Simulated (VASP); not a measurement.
Input of a VASP 6.6.1 run:

File POSCAR:

```
AlN
1.0
    0.0000000000      2.0151284058      2.0151284058
    2.0151284058      0.0000000000      2.0151284058
    2.0151284058      2.0151284058      0.0000000000
Al N
1 1
Direct
    0.5000000000      0.5000000000      0.5000000000
    0.0000000000      0.0000000000      0.0000000000
```

Contents of INCAR.step1:

```
PREC     = Accurate       # precision mode
ENCUT    = 520            # plane-wave cutoff, eV
EDIFF    = 1E-5           # SCF threshold, eV
ISMEAR   = 0              # smearing method
SIGMA    = 0.02           # smearing width, eV
LREAL    = False          # projectors in reciprocal space
LASPH    = True           # aspherical terms in the spheres
NELM     = 80             # most SCF steps
ALGO     = Normal         # electronic algorithm
ISIF     = 2              # what is computed and relaxed
LWAVE    = True           # write WAVECAR
LCHARG   = False          # write CHGCAR
NBANDS   = 11             # bands
GGA      = PE             # functional
```

INCAR.step2

```
PREC     = Accurate       # precision mode
ENCUT    = 520            # plane-wave cutoff, eV
EDIFF    = 1E-6           # SCF threshold, eV
ISMEAR   = 0              # smearing method
SIGMA    = 0.02           # smearing width, eV
LREAL    = False          # projectors in reciprocal space
LASPH    = True           # aspherical terms in the spheres
NELM     = 80             # most SCF steps
ALGO     = Normal         # electronic algorithm
ISIF     = 2              # what is computed and relaxed
LWAVE    = False          # write WAVECAR
LCHARG   = False          # write CHGCAR
GGA      = PE             # functional
LHFCALC  = True           # exact exchange
HFSCREEN = 0.2079         # screening, 1/A
PRECFOCK = Normal       
NBANDS   = 11             # bands
ISTART   = 1
```

KPOINTS

```
regular mesh
0
Gamma
  6 6 6
```

Potentials or basis: VASP PAW PBE potentials, release 64 (Al, N).

Command:

```sh
$ cat potpaw_PBE.64/Al/POTCAR potpaw_PBE.64/N/POTCAR > POTCAR
$ cp INCAR.step1 INCAR
$ mpirun -np 1 vasp_std > vasp.out
$ cp INCAR.step2 INCAR
$ mpirun -np 1 vasp_std > vasp.out
```

Question: Estimate the pressure.

Answer: 0.1 GPa.

Question: Predict the band gap on the k mesh.

Answer: 6.07 eV (least direct gap 7.35 eV).

Caveat: the k points lie up to 0.45 Å⁻¹ apart; the PAW data sets were made with another functional, which shifts forces and pressure a little. A k mesh can miss the band edges.
